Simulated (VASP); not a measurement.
CuI:

```
Cu I
1.0
     3.73317   -3.71109    0.00000
     3.73317    3.71109    0.00000
     0.00000    0.00000    4.30700
Cu I
2 2
Direct
  0.42044 0.57956 0.75000
  0.57956 0.42044 0.25000
  0.77004 0.22996 0.75000
  0.22996 0.77004 0.25000
```

Base run:

| Item | Value |
| --- | --- |
| Program | VASP 6.6.1 |
| Functional | PBEsol |
| Potentials or basis | VASP PAW PBE potentials, release 64 (Cu, I) |
| Cutoff | 520 eV |
| k mesh | 4 × 4 × 6 |
| Occupations | gaussian, width 0.01 eV |
| Spin | no spin polarisation |

Its results: band gap on the k mesh 0.94 eV; pressure -1.3 GPa; largest force 0.158 eV/Å.

Q: The run is repeated on the same cell with these changes: functional from PBEsol to BLYP. What comes out?

A: Band gap on the k mesh 1.08 eV; pressure 4.3 GPa; largest force 0.534 eV/Å.

BLYP binds less tightly than PBEsol, so the same cell stands under more pressure.

Caveats: the PAW data sets were made with another functional, which shifts forces and pressure a little; spin-orbit coupling is left out, which moves the levels of the heavy elements; the cell stands under pressure (at least some runs).

